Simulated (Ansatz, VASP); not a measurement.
One calculation of InSb4, two programs

```
CELL_PARAMETERS angstrom
-3.46311 3.46311 3.46311
3.46311 -3.46311 3.46311
3.46311 3.46311 -3.46311
ATOMIC_POSITIONS crystal
In 0.00000 0.00000 0.00000
Sb 0.50000 0.50000 0.50000
Sb 0.00000 0.00000 0.50000
Sb 0.00000 0.50000 0.00000
Sb 0.50000 0.00000 0.00000
```

Alike in both runs: task single point; functional PBE; k mesh 4 × 4 × 4; occupations gaussian, width 0.1 eV; no spin polarisation.

```csv
,VASP,Ansatz
version,VASP 6.6.1,Ansatz 0.2.0
potentials or method,"VASP PAW PBE potentials, release 64 (In_d, Sb), cutoff 520 eV","scalar-relativistic, plane waves, PAW"
valence electrons in the cell,33,73
```

```tsv
	VASP	Ansatz	Ansatz less VASP
gap on the k mesh at the Fermi level (eV)	none	none	-
pressure (GPa)	-0.5	-0.4	+0.05
```

A gap of «none» marks a metal or a gap that the smearing closes. VASP's potentials hold 33 valence electrons a cell and Ansatz's 73, so a difference there can come from the potentials and not from the codes.

Spin-orbit coupling is off throughout.
